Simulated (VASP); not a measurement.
# Cu (I4/mmm) in VASP: a series of runs, part 2 of 2

VASP 6.6.1. The steps go on from the part before.

### 5 Single point, r2SCAN

This run uses another cell than the first one, of 11.28 Å³/atom, 0.927 times its volume.

The input, POSCAR:

```
Cu
1.0
   -1.4387490420      1.4387490420      1.3618577245
    1.4387490420     -1.4387490420      1.3618577245
    1.4387490420      1.4387490420     -1.3618577245
Cu
1
Direct
    0.0000000000      0.0000000000      0.0000000000
```

The input, INCAR.step1:

```
ALGO = Normal ; EDIFF = 1E-4
ENCUT = 520 ; GGA = PE
ISMEAR = 0 ; LASPH = T
LCHARG = F ; LREAL = F
LWAVE = T ; NBANDS = 12
NELM = 100 ; PREC = Accurate
SIGMA = 0.1
```

The input, INCAR.step2:

```
ALGO = Normal ; EDIFF = 1E-6
ENCUT = 520 ; ISIF = 2
ISMEAR = 0 ; ISTART = 1
LASPH = T ; LCHARG = F
LMIXTAU = T ; LREAL = F
LWAVE = F ; METAGGA = R2SCAN
NBANDS = 12 ; NELM = 100
PREC = Accurate ; SIGMA = 0.1
```

The input, KPOINTS:

```
k-points
0
Gamma
  20 20 20
```

Potentials or basis: VASP PAW PBE potentials, release 64 (Cu).

On the command line:

```sh
cat potpaw_PBE.64/Cu/POTCAR > POTCAR
cp INCAR.step1 INCAR
mpirun -np 1 vasp_std > vasp.out
cp INCAR.step2 INCAR
mpirun -np 1 vasp_std > vasp.out
```

OUTCAR:

```text
EDIFF = 1E-6
   ENCUT = 520
   ISIF = 2
   ISMEAR = 0
   ISTART = 1
   LASPH = T
   LREAL = F
   METAGGA = R2SCAN
   NELM = 100
   PREC = Accurate

 ion  position               nearest neighbor table
   1  0.000  0.000  0.000-

  LATTYP: Found a body centered tetragonal cell.
 ALAT       =     2.8774980840
 C/A-ratio  =     0.9465568245

  Lattice vectors:

 A1 = (  -1.4387490420,   1.4387490420,   1.3618577245)
 A2 = (   1.4387490420,  -1.4387490420,   1.3618577245)
 A3 = (   1.4387490420,   1.4387490420,  -1.3618577245)

Analysis of symmetry for initial positions (statically):
=====================================================================
 Subroutine PRICEL returns:
 Original cell was already a primitive cell.

 Routine SETGRP: Setting up the symmetry group for a
 body centered tetragonal supercell.

 Subroutine GETGRP returns: Found 16 space group operations
 (whereof 16 operations were pure point group operations)
 out of a pool of 16 trial point group operations.

The static configuration has the point symmetry D_4h.

Analysis of symmetry for dynamics (positions and initial velocities):
=====================================================================
 Subroutine PRICEL returns:
 Original cell was already a primitive cell.

 Routine SETGRP: Setting up the symmetry group for a
 body centered tetragonal supercell.

 Subroutine GETGRP returns: Found 16 space group operations
 (whereof 16 operations were pure point group operations)
 out of a pool of 16 trial point group operations.

The dynamic configuration has the point symmetry D_4h.

 Subroutine INISYM returns: Found 16 space group operations
 (whereof 16 operations are pure point group operations),
 and found     1 'primitive' translations

----------------------------------------------------------------------------------------

                                     Primitive cell
[... 109 lines left out ...]
     AMIX_MAG =   1.60;   BMIX_MAG =  1.00
  volume/ion in A,a.u.               =      11.28        76.10
  Fermi-wavevector in a.u.,A,eV,Ry     =   1.623623  3.068202 35.867008  2.636151
  Thomas-Fermi vector in A             =   2.717043
   LORBIT       =      0    0 simple, 1 ext, 2 COOP (PROOUT), +10 PAW based schemes
   METAGGA = R2SCAN    functional components
   LHFCALC =     F    Hartree Fock is set to
   AEXX    =    0.0000 exact exchange contribution
   IVDW    =     0    specifies the selected vdW correction
   LEPSILON=     F    determine dielectric tensor
   LRPA    =     F    only Hartree local field effects (RPA)
 non-spin polarized calculation
 Gauss-broadening in eV      SIGMA  =   0.10
  energy-cutoff  :      520.00
  volume of cell :       11.28
 maximum number of plane-waves:       317
   NGX =  9   NGY =  9   NGZ =  9

 number of electron      11.0000007 magnetization

 Free energy of the ion-electron system (eV)
  ---------------------------------------------------
  ext. energy  EPLUGINS =         0.00000000
  ---------------------------------------------------
  free energy    TOTEN  =       -10.78674024 eV

  energy without entropy =      -10.78449316  energy(sigma->0) =      -10.78561670

 E-fermi :   7.9801     XC(G=0): -14.0629

 val. band max:        7.9775842721   @ k =   0.3000   0.1000   0.1000
 cond. band min:       7.9862838710   @ k =  -0.2500   0.4000   0.2000
 fundamental gap:      0.0086995989
 Fermi energy:         7.9800920059

 k-point     1 :       0.0000    0.0000    0.0000
  band No.  band energies     occupation
      1      -2.0562      2.00000
      2       4.4641      2.00000
      3       4.6961      2.00000
      4       4.6963      2.00000
      5       5.5528      2.00000
      6       5.7963      2.00000
      7      33.8921      0.00000
      8      33.8921      0.00000
      9      35.4573      0.00000
     10      38.2993      0.00000
     11      38.5505      0.00000
     12      38.6765      0.00000
[... 331 lines left out ...]
 k-point    24 :      -0.3500    0.0500    0.0000
  band No.  band energies     occupation
      1       1.6640      2.00000
      2       3.9658      2.00000
      3       4.7157      2.00000
      4       5.6348      2.00000
      5       5.7716      2.00000
      6       6.0287      2.00000
      7      19.1352      0.00000
      8      26.4552      0.00000
      9      28.1941      0.00000
     10      31.6531      0.00000
     11      34.8769      0.00000
     12      42.1289      0.00000

 [... further k-points ...]
[... 5 lines left out ...]
  --------------------------------------------------------------------------------------
  -------------------------------------------------------------------------------------
  Total        0.2626284      0.2626284      0.2562743      0.0000000      0.0000000      0.0000000
  in kB       37.3156053     37.3156053     36.4127800      0.0000000      0.0000000      0.0000000
  external PRESSURE =      37.0146635 kB  Pullay stress =       0.0000000 kB

 VOLUME and BASIS-vectors are now :
 -----------------------------------------------------------------------------
  energy-cutoff  :      520.00
  volume of cell :       11.28
      direct lattice vectors                 reciprocal lattice vectors
    -1.438749042  1.438749042  1.361857725     0.000000000  0.347524124  0.367145548
     1.438749042 -1.438749042  1.361857725     0.347524124  0.000000000  0.367145548
     1.438749042  1.438749042 -1.361857725     0.347524124  0.347524124  0.000000000

 POSITION                                       TOTAL-FORCE (eV/Angst)
 -----------------------------------------------------------------------------------
      0.00000      0.00000      0.00000         0.000000      0.000000      0.000000
 -----------------------------------------------------------------------------------
    total drift:                                0.000000      0.000000      0.000000

  FREE ENERGIE OF THE ION-ELECTRON SYSTEM (eV)
  ---------------------------------------------------
  free  energy   TOTEN  =       -10.7867402447 eV

  energy  without entropy=      -10.7844931637  energy(sigma->0) =      -10.78561670
```

Wall time 3.1 min (1 thread of Intel Xeon 6975P-C (Granite Rapids), shared host); peak memory 0.19 GiB.

What came out:

| Item | Value |
| --- | --- |
| Free energy | -10.7867 eV |
| Pressure | 3.7 GPa |

Stress tensor (GPa, compression positive):
```
3.73 0.00 0.00
0.00 3.73 0.00
0.00 0.00 3.64
```

Caveat: the PAW data sets were made with another functional, which shifts forces and pressure a little.

### 6 Single point, r2SCAN

This run uses another cell than the first one, of 11.71 Å³/atom, 0.962 times its volume.

The input, POSCAR:

```
Cu
1.0
   -1.4591694568      1.4591694568      1.3748317737
    1.4591694568     -1.4591694568      1.3748317737
    1.4591694568      1.4591694568     -1.3748317737
Cu
1
Direct
    0.0000000000      0.0000000000      0.0000000000
```

The input, INCAR.step1:

```
SYSTEM = Cu
ALGO     = Normal         ! electronic algorithm
EDIFF    = 1E-4           ! SCF threshold, eV
ENCUT    = 520            ! plane-wave cutoff, eV
GGA      = PE             ! functional
ISMEAR   = 0              ! smearing method
LASPH    = .TRUE.         ! aspherical terms in the spheres
LCHARG   = .FALSE.        ! write CHGCAR
LREAL    = .FALSE.        ! projectors in reciprocal space
LWAVE    = .TRUE.         ! write WAVECAR
NBANDS   = 12             ! bands
NELM     = 100            ! most SCF steps
PREC     = Accurate       ! precision mode
SIGMA    = 0.1            ! smearing width, eV
```

The input, INCAR.step2:

```
SYSTEM = Cu
ALGO     = Normal         ! electronic algorithm
EDIFF    = 1E-6           ! SCF threshold, eV
ENCUT    = 520            ! plane-wave cutoff, eV
ISIF     = 2              ! what is computed and relaxed
ISMEAR   = 0              ! smearing method
ISTART   = 1            
LASPH    = .TRUE.         ! aspherical terms in the spheres
LCHARG   = .TRUE.         ! write CHGCAR
LELF     = .TRUE.         ! ELF
LMIXTAU  = .TRUE.       
LREAL    = .FALSE.        ! projectors in reciprocal space
LVHAR    = .TRUE.       
LWAVE    = .FALSE.        ! write WAVECAR
METAGGA  = R2SCAN         ! meta-GGA
NBANDS   = 12             ! bands
NELM     = 100            ! most SCF steps
PREC     = Accurate       ! precision mode
SIGMA    = 0.1            ! smearing width, eV
```

The input, KPOINTS:

```
k-points
0
G
  20 20 20
  0 0 0
```

Potentials or basis: VASP PAW PBE potentials, release 64 (Cu).

On the command line:

```sh
cat potpaw_PBE.64/Cu/POTCAR > POTCAR
cp INCAR.step1 INCAR
mpirun -np 1 vasp_std > vasp.out
cp INCAR.step2 INCAR
mpirun -np 1 vasp_std > vasp.out
```

Wall time 2.4 min (1 thread of Intel Xeon 6975P-C (Granite Rapids), shared host); peak memory 0.19 GiB.

Results (log left out):

- Free energy: -10.7887 eV
- Pressure: -2.4 GPa

Levels at points of the mesh, in eV from the Fermi level:
```tsv
k point	band 4	band 5	band 6	band 7	band 8	band 9
(0.00, 0.00, 0.00)	-3.14	-2.35	-2.11	25.47	25.47	27.17
(0.50, 0.00, 0.00)	-1.99	-1.44	-0.45	4.89	17.85	18.02
(0.50, 0.50, 0.00)	-2.17	-1.48	-0.93	4.21	19.45	19.86
(0.50, 0.50, 0.50)	-1.64	-1.57	7.94	7.94	10.34	13.44
```

Caveat: the PAW data sets were made with another functional, which shifts forces and pressure a little.

### 7 Summary

```csv
cell,gap on the mesh (eV),pressure (GPa)
"a = 2.512 Å, angles 107.7, 107.7, 113.0°, 1 atom",none,-7.4
"a = 2.400 Å, angles 108.3, 108.3, 111.9°, 1 atom",none,15.7
"a = 2.427 Å, angles 108.1, 108.1, 112.2°, 1 atom",none,8.6
"a = 2.448 Å, angles 108.0, 108.0, 112.4°, 1 atom",none,3.7
"a = 2.480 Å, angles 107.9, 107.9, 112.7°, 1 atom",none,-2.4
```

Alike in all rows: task single point; level r2SCAN; potentials or basis VASP PAW PBE potentials, release 64 (Cu); no spin polarisation; k mesh 20 × 20 × 20; cutoff (eV) 520; smearing gaussian 0.1 eV.

Caveats: the PAW data sets were made with another functional, which shifts forces and pressure a little.

Absolute energies hang on the potentials; compare differences alone.
